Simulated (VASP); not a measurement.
# Ti4C (P-43m) in VASP: a series of runs

The runs below take Ti4C through single point, relaxation of cell and atoms, with PBE.

Program: VASP 6.6.1. These are calculated values, not measurements. Logs are shortened: lines on timing, memory, paths and dates and some standing lists are left out, and cuts for length are marked.

### 1 The cell of the first run

It takes space group P-43m (No. 215, cubic). Conventional cell: a = 4.241 Å, b = 4.241 Å, c = 4.241 Å, α = 90.00°, β = 90.00°, γ = 90.00°. Within 2.4 Å of Ti (site symmetry 3m) lie 1 C at 1.84 Å. Within 2.4 Å of C (site symmetry -43m) lie 4 Ti at 1.84 Å.

The cell was built from a structure type or drawn by symmetry, and may not be a known phase.

### 2 Single point, PBE

INCAR reads:

```
SYSTEM = Ti4C
  PREC = Accurate
  ENCUT = 520
  EDIFF = 1E-7
  ISMEAR = 0
  SIGMA = 0.1
  LREAL = .FALSE.
  LASPH = .TRUE.
  NELM = 100
  ALGO = Normal
  ISIF = 2
  LWAVE = .FALSE.
  LCHARG = .FALSE.
  GGA = PE
  NBANDS = 34
```

KPOINTS reads:

```
regular mesh
0
G
  4 4 4
  0 0 0
```

POSCAR reads:

```
Ti4C
1.0
    4.2409136400      0.0000000000      0.0000000000
    0.0000000000      4.2409136400      0.0000000000
    0.0000000000      0.0000000000      4.2409136400
Ti C
4 1
Direct
    0.2500000000      0.2500000000      0.2500000000
    0.7500000000      0.7500000000      0.2500000000
    0.2500000000      0.7500000000      0.7500000000
    0.7500000000      0.2500000000      0.7500000000
    0.0000000000      0.0000000000      0.0000000000
```

Potentials or basis: VASP PAW PBE potentials, release 64 (Ti_sv, C).

Launch:

```bash
cat potpaw_PBE.64/Ti_sv/POTCAR potpaw_PBE.64/C/POTCAR > POTCAR
mpirun -np 1 vasp_std > vasp.out
```

OUTCAR:

```text
SYSTEM = Ti4C
   PREC = Accurate
   ENCUT = 520
   EDIFF = 1E-7
   ISMEAR = 0
   LREAL = .FALSE.
   LASPH = .TRUE.
   NELM = 100
   ISIF = 2
   GGA = PE

 ion  position               nearest neighbor table
   1  0.250  0.250  0.250-   5 1.84
   2  0.750  0.750  0.250-   5 1.84
   3  0.250  0.750  0.750-   5 1.84
   4  0.750  0.250  0.750-   5 1.84
   5  0.000  0.000  0.000-   1 1.84   2 1.84   3 1.84   4 1.84

  LATTYP: Found a simple cubic cell.
 ALAT       =     4.2409136400

  Lattice vectors:

 A1 = (   4.2409136400,   0.0000000000,   0.0000000000)
 A2 = (   0.0000000000,   4.2409136400,   0.0000000000)
 A3 = (   0.0000000000,   0.0000000000,   4.2409136400)

Analysis of symmetry for initial positions (statically):
=====================================================================
 Subroutine PRICEL returns:
 Original cell was already a primitive cell.

 Routine SETGRP: Setting up the symmetry group for a
 simple cubic supercell.

 Subroutine GETGRP returns: Found 24 space group operations
 (whereof 24 operations were pure point group operations)
 out of a pool of 48 trial point group operations.

The static configuration has the point symmetry T_d .

Analysis of symmetry for dynamics (positions and initial velocities):
=====================================================================
 Subroutine PRICEL returns:
 Original cell was already a primitive cell.

 Routine SETGRP: Setting up the symmetry group for a
 simple cubic supercell.

 Subroutine GETGRP returns: Found 24 space group operations
 (whereof 24 operations were pure point group operations)
 out of a pool of 48 trial point group operations.

The dynamic configuration has the point symmetry T_d .

 Subroutine INISYM returns: Found 24 space group operations
 (whereof 24 operations are pure point group operations),
 and found     1 'primitive' translations

----------------------------------------------------------------------------------------

                                     Primitive cell

  volume of cell :      76.2743

  direct lattice vectors                    reciprocal lattice vectors
     4.240913640  0.000000000  0.000000000     0.235798247  0.000000000  0.000000000
     0.000000000  4.240913640  0.000000000     0.000000000  0.235798247  0.000000000
     0.000000000  0.000000000  4.240913640     0.000000000  0.000000000  0.235798247

  length of vectors
     4.240913640  4.240913640  4.240913640     0.235798247  0.235798247  0.235798247

  position of ions in fractional coordinates (direct lattice)
     0.250000000  0.250000000  0.250000000
     0.750000000  0.750000000  0.250000000
     0.250000000  0.750000000  0.750000000
     0.750000000  0.250000000  0.750000000
     0.000000000  0.000000000  0.000000000

  ion indices of the primitive-cell ions
   primitive index   ion index
                 1           1
                 2           2
                 3           3
                 4           4
                 5           5

----------------------------------------------------------------------------------------

 KPOINTS: regular mesh

Automatic generation of k-mesh.
 Grid dimensions read from file:
 generate k-points for:    4    4    4

 Generating k-lattice:

  Cartesian coordinates                     Fractional coordinates (reciprocal lattice)
     0.058949562  0.000000000  0.000000000     0.250000000  0.000000000  0.000000000
     0.000000000  0.058949562  0.000000000     0.000000000  0.250000000  0.000000000
     0.000000000  0.000000000  0.058949562     0.000000000  0.000000000  0.250000000

  Length of vectors
     0.058949562  0.058949562  0.058949562

  Shift w.r.t. Gamma in fractional coordinates (k-lattice)
     0.000000000  0.000000000  0.000000000

 Subroutine IBZKPT returns following result:
 ===========================================

 Found     10 irreducible k-points:

 Following reciprocal coordinates:
            Coordinates               Weight
  0.000000  0.000000  0.000000      1.000000
  0.250000  0.000000  0.000000      6.000000
  0.500000  0.000000  0.000000      3.000000
  0.250000  0.250000  0.000000     12.000000
  0.500000  0.250000  0.000000     12.000000
  0.500000  0.500000  0.000000      3.000000
  0.250000  0.250000  0.250000      8.000000
  0.500000  0.250000  0.250000     12.000000
  0.500000  0.500000  0.250000      6.000000
  0.500000  0.500000  0.500000      1.000000
   k-points           NKPTS =     10   k-points in BZ     NKDIM =     10   number of bands    NBANDS=     34
   number of dos      NEDOS =    301   number of ions     NIONS =      5
   total plane-waves  NPLWV =  32768
   dimension x,y,z NGX =    32 NGY =   32 NGZ =   32
   dimension x,y,z NGXF=    64 NGYF=   64 NGZF=   64
   ions per type =               4   1
   NGX,Y,Z   is equivalent  to a cutoff of  12.54, 12.54, 12.54 a.u.
   NGXF,Y,Z  is equivalent  to a cutoff of  25.09, 25.09, 25.09 a.u.
 SYSTEM =  Ti4C
   PREC   = accura    normal or accurate (medium, high low for compatibility)
   ISTART =      0    job   : 0-new  1-cont  2-samecut
   ICHARG =      2    charge: 1-file 2-atom 10-const
   ISPIN  =      1    spin polarized calculation?
   LNONCOLLINEAR =      F non collinear calculations
   LSORBIT =      F    spin-orbit coupling
   LASPH  =      T    aspherical Exc in radial PAW
   ENCUT  =  520.0 eV  38.22 Ry    6.18 a.u.   7.89  7.89  7.89*2*pi/ulx,y,z
   NELM   =    100;   NELMIN=  2; NELMDL= -5     # of ELM steps
   EDIFF  = 0.1E-06   stopping-criterion for ELM
   LREAL  =      F    real-space projection
   EDIFFG = 0.1E-05   stopping-criterion for IOM
   NSW    =      0    number of steps for IOM
   IBRION =     -1    ionic relax: 0-MD 1-quasi-New 2-CG
   NFREE  =      0    steps in history (QN), initial steepest desc. (CG)
   ISIF   =      2    stress and relaxation
   ISYM   =      2    0-nonsym 1-usesym 2-fastsym
   POTIM  = 0.5000    time-step for ionic-motion
   TEBEG  =    0.0;   TEEND  =   0.0 temperature during run
   PSTRESS=    0.0 pullay stress
   NELECT =      52.0000    total number of electrons
   NUPDOWN=      -1.0000    fix difference up-down
   EMIN   =  10.00;   EMAX   =-10.00  energy-range for DOS
   EFERMI =   0.00;   METHOD = LEGACY
   ISMEAR =     0;   SIGMA  =   0.10  broadening in eV -4-tet -1-fermi 0-gaus
   EFERMI_NEDOS =   21; number of points for ismear=-14 and -15
   IALGO  =     38    algorithm
   IMIX   =      4    mixing-type and parameters
     AMIX     =   0.40;   BMIX     =  1.00
     AMIX_MAG =   1.60;   BMIX_MAG =  1.00
  volume/ion in A,a.u.               =      15.25       102.94
  Fermi-wavevector in a.u.,A,eV,Ry     =   1.440843  2.722798 28.246064  2.076027
  Thomas-Fermi vector in A             =   2.559541
   LORBIT       =      0    0 simple, 1 ext, 2 COOP (PROOUT), +10 PAW based schemes
   GGA     = PE    functional components
   LHFCALC =     F    Hartree Fock is set to
   AEXX    =    0.0000 exact exchange contribution
   IVDW    =     0    specifies the selected vdW correction
   LEPSILON=     F    determine dielectric tensor
   LRPA    =     F    only Hartree local field effects (RPA)
 non-spin polarized calculation
 Gauss-broadening in eV      SIGMA  =   0.10
  energy-cutoff  :      520.00
  volume of cell :       76.27
 maximum number of plane-waves:      2103
 NGX is ok and might be reduce to    32
   NGX = 15   NGY = 15   NGZ = 15

 number of electron      51.9999992 magnetization

 Free energy of the ion-electron system (eV)
  ---------------------------------------------------
  ext. energy  EPLUGINS =         0.00000000
  ---------------------------------------------------
  free energy    TOTEN  =       -38.76375693 eV

  energy without entropy =      -38.72063770  energy(sigma->0) =      -38.74219732

 E-fermi :   7.9920     XC(G=0): -11.4610

 val. band max:        7.9746956259   @ k =   0.5000   0.5000   0.0000
 cond. band min:       8.0093308057   @ k =   0.5000   0.5000   0.0000
 fundamental gap:      0.0346351798
 Fermi energy:         7.9920454022

 k-point     1 :       0.0000    0.0000    0.0000
  band No.  band energies     occupation
      1     -48.5336      2.00000
      2     -48.4141      2.00000
      3     -48.4141      2.00000
      4     -48.4141      2.00000
      5     -25.1296      2.00000
      6     -24.9993      2.00000
[... 26 lines left out ...]
     33      10.8265      0.00000
     34      10.8265      0.00000

 k-point     2 :       0.2500    0.0000    0.0000
  band No.  band energies     occupation
      1     -48.5162      2.00000
      2     -48.4315      2.00000
      3     -48.4140      2.00000
      4     -48.4140      2.00000
      5     -25.0706      2.00000
      6     -24.9566      2.00000
[... 26 lines left out ...]
     33      10.5133      0.00000
     34      10.8544      0.00000

 k-point     3 :       0.5000    0.0000    0.0000
  band No.  band energies     occupation
      1     -48.4782      2.00000
      2     -48.4696      2.00000
      3     -48.4139      2.00000
      4     -48.4139      2.00000
      5     -24.9713      2.00000
      6     -24.8800      2.00000
[... 26 lines left out ...]
     33      10.0610      0.00000
     34      10.0610      0.00000
[... 186 lines left out ...]
 k-point     9 :       0.5000    0.5000    0.2500
  band No.  band energies     occupation
      1     -48.4493      2.00000
      2     -48.4418      2.00000
      3     -48.4418      2.00000
      4     -48.4414      2.00000
      5     -25.0983      2.00000
      6     -24.9960      2.00000
[... 26 lines left out ...]
     33      10.4260      0.00000
     34      10.4260      0.00000

 k-point    10 :       0.5000    0.5000    0.5000
  band No.  band energies     occupation
      1     -48.4487      2.00000
      2     -48.4416      2.00000
      3     -48.4416      2.00000
      4     -48.4416      2.00000
      5     -25.1644      2.00000
      6     -25.0492      2.00000
[... 26 lines left out ...]
     33      10.9382      0.00000
     34      10.9382      0.00000

------------------------ aborting loop because EDIFF is reached ----------------------------------------

  FORCE on cell =-STRESS in cart. coord.  units (eV):
  Direction    XX          YY          ZZ          XY          YZ          ZX
  --------------------------------------------------------------------------------------
  -------------------------------------------------------------------------------------
  Total        7.7808361      7.7808361      7.7808361     -0.0000000      0.0000000     -0.0000000
  in kB      163.4400797    163.4400797    163.4400797     -0.0000000      0.0000000     -0.0000000
  external PRESSURE =     163.4400797 kB  Pullay stress =       0.0000000 kB

 VOLUME and BASIS-vectors are now :
 -----------------------------------------------------------------------------
  energy-cutoff  :      520.00
  volume of cell :       76.27
      direct lattice vectors                 reciprocal lattice vectors
     4.240913640  0.000000000  0.000000000     0.235798247  0.000000000  0.000000000
     0.000000000  4.240913640  0.000000000     0.000000000  0.235798247  0.000000000
     0.000000000  0.000000000  4.240913640     0.000000000  0.000000000  0.235798247

 POSITION                                       TOTAL-FORCE (eV/Angst)
 -----------------------------------------------------------------------------------
      1.06023      1.06023      1.06023         1.261937      1.261937      1.261937
      3.18069      3.18069      1.06023        -1.261937     -1.261937      1.261937
      1.06023      3.18069      3.18069         1.261937     -1.261937     -1.261937
      3.18069      1.06023      3.18069        -1.261937      1.261937     -1.261937
      0.00000      0.00000      0.00000        -0.000000      0.000000     -0.000000
 -----------------------------------------------------------------------------------
    total drift:                               -0.000000      0.000000      0.000000

  FREE ENERGIE OF THE ION-ELECTRON SYSTEM (eV)
  ---------------------------------------------------
  free  energy   TOTEN  =       -38.7637569281 eV

  energy  without entropy=      -38.7206377031  energy(sigma->0) =      -38.74219732
```

Wall time 45 s (1 thread of Intel Xeon 8259CL, shared host); peak memory 0.18 GiB.

What came out:

```yaml
Free_energy: -38.7638 eV
Pressure: 16.3 GPa
Band_gap_on_the_k_mesh: zero (bands 26 and 27 overlap by 0.76 eV)
```

Levels at points of the mesh, in eV from the Fermi level:
```tsv
k point	band 24	band 25	band 26	band 27	band 28	band 29
(0.00, 0.00, 0.00)	-0.51	-0.51	-0.51	0.39	2.28	2.28
(0.50, 0.00, 0.00)	-0.39	-0.33	-0.24	-0.23	-0.23	0.85
(0.50, 0.50, 0.00)	-0.97	-0.21	-0.02	-0.02	0.02	0.82
(0.50, 0.50, 0.50)	-0.68	0.53	0.53	0.53	0.69	0.69
```

Caveat: the k points lie up to 0.37 Å⁻¹ apart, too coarse for converged energies and pressures of a metal.

### 3 Single point, PBE

This run uses another cell than the first one, of 16.66 Å³/atom.

INCAR reads:

```
SYSTEM = Ti4C
PREC     = Accurate       ! precision mode
ENCUT    = 520            ! plane-wave cutoff, eV
EDIFF    = 1E-7           ! SCF threshold, eV
ISMEAR   = 0              ! smearing method
SIGMA    = 0.1            ! smearing width, eV
LREAL    = .False.        ! projectors in reciprocal space
LASPH    = .True.         ! aspherical terms in the spheres
NELM     = 80             ! most SCF steps
ALGO     = Normal         ! electronic algorithm
ISIF     = 2              ! what is computed and relaxed
LWAVE    = .False.        ! write WAVECAR
LCHARG   = .False.        ! write CHGCAR
GGA      = PE             ! functional
NBANDS   = 34             ! bands
```

KPOINTS reads:

```
regular mesh
0
Gamma
  4 4 4
  0 0 0
```

POSCAR reads:

```
Ti4C
1.0
    4.3676019524      0.0000000000      0.0000000000
    0.0000000000      4.3676019524      0.0000000000
    0.0000000000      0.0000000000      4.3676019524
Ti C
4 1
Direct
    0.2568430006      0.2568430006      0.2568430006
    0.7431569994      0.7431569994      0.2568430006
    0.2568430006      0.7431569994      0.7431569994
    0.7431569994      0.2568430006      0.7431569994
    0.0000000000      0.0000000000      0.0000000000
```

Potentials or basis: VASP PAW PBE potentials, release 64 (Ti_sv, C).

Launch:

```bash
cat potpaw_PBE.64/Ti_sv/POTCAR potpaw_PBE.64/C/POTCAR > POTCAR
mpirun -np 1 vasp_std > vasp.out
```

Run time: 48 s. Hardware: 1 thread of Intel Xeon 8259CL, shared host; peak memory 0.18 GiB.

The run converged. Its results:

| Item | Value |
| --- | --- |
| Free energy | -39.3058 eV |
| Pressure | 0.1 GPa |
| Largest force | 0.079 eV/Å |
| Band gap on the k mesh | zero (bands 26 and 27 overlap by 0.70 eV) |

Forces in eV/Å, atoms in the order of the input:
```
Ti   0.046  0.046  0.046
Ti  -0.046 -0.046  0.046
Ti   0.046 -0.046 -0.046
Ti  -0.046  0.046 -0.046
C    0.000  0.000  0.000
```

Levels at points of the mesh, in eV from the Fermi level:
| k point | band 22 | band 23 | band 24 | band 25 | band 26 | band 27 | band 28 | band 29 | band 30 | band 31 |
| --- | --- | --- | --- | --- | --- | --- | --- | --- | --- | --- |
| (0.00, 0.00, 0.00) | -1.33 | -1.33 | -0.47 | -0.47 | -0.47 | 0.04 | 1.75 | 1.75 | 2.33 | 2.33 |
| (0.50, 0.00, 0.00) | -1.60 | -0.42 | -0.37 | -0.37 | -0.36 | -0.24 | -0.24 | 0.68 | 0.90 | 1.61 |
| (0.50, 0.50, 0.00) | -1.21 | -1.21 | -0.90 | -0.26 | -0.03 | 0.06 | 0.06 | 0.63 | 0.63 | 1.39 |
| (0.50, 0.50, 0.50) | -1.65 | -1.65 | -0.85 | 0.46 | 0.46 | 0.46 | 0.64 | 0.64 | 0.73 | 0.73 |

(Continued in part 2 of 2.)
